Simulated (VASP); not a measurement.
Write the native input for VASP 6.6.1 that does the following.

```
Task                   : single point
Functional             : RPBE
Potentials or basis    : VASP PAW PBE potentials, release 64 (La)
Cutoff                 : 520 eV
k mesh                 : 13 × 13 × 4
Occupations            : fermi-dirac, width 0.1 eV
Spin                   : no spin polarisation
Dipole correction      : no
Further INCAR settings : ALGO = Normal; EDIFF = 1e-07; NBANDS = 30
```

The structure of La lies in POSCAR:

```
La
1.0
    3.8871279197      0.0000000000      0.0000000000
   -1.9435639598      3.3663515263      0.0000000000
    0.0000000000      0.0000000000     12.4885103503
La
4
Direct
    1.0000000000      1.0000000000      1.0000000000
    0.0000000000      0.0000000000      0.5000000000
    0.3333333333      0.6666666667      0.7500000000
    0.6666666667      0.3333333333      0.2500000000
```

These files were run (other wordings do the same):

INCAR

```
SYSTEM = La
PREC     = Accurate       ! precision mode
ENCUT    = 520            ! plane-wave cutoff, eV
EDIFF    = 1E-7           ! SCF threshold, eV
ISMEAR   = -1             ! smearing method
SIGMA    = 0.1            ! smearing width, eV
LREAL    = .False.        ! projectors in reciprocal space
LASPH    = .True.         ! aspherical terms in the spheres
NELM     = 100            ! most SCF steps
ALGO     = Normal         ! electronic algorithm
ISIF     = 2              ! what is computed and relaxed
LWAVE    = .False.        ! write WAVECAR
LCHARG   = .False.        ! write CHGCAR
GGA      = RP             ! functional
NBANDS   = 30             ! bands
```

KPOINTS

```
Automatic mesh
0
Gamma
  13 13 4
  0 0 0
```

Potentials or basis: VASP PAW PBE potentials, release 64 (La).

Launch:

```sh
$ cat potpaw_PBE.64/La/POTCAR > POTCAR
$ mpirun -np 1 vasp_std > vasp.out
```

It gave:

| Item | Value |
| --- | --- |
| Pressure | -0.9 GPa |
| Band gap on the k mesh | zero (bands 22 and 23 overlap by 1.01 eV) |

Caveat: the PAW data sets were made with another functional, which shifts forces and pressure a little; spin-orbit coupling is left out, which moves the levels of the heavy elements.

Wall time 4.1 min on 1 thread of Intel(R) Xeon(R) 6975P-C (Granite Rapids) (shared host), peak memory 0.44 GiB.
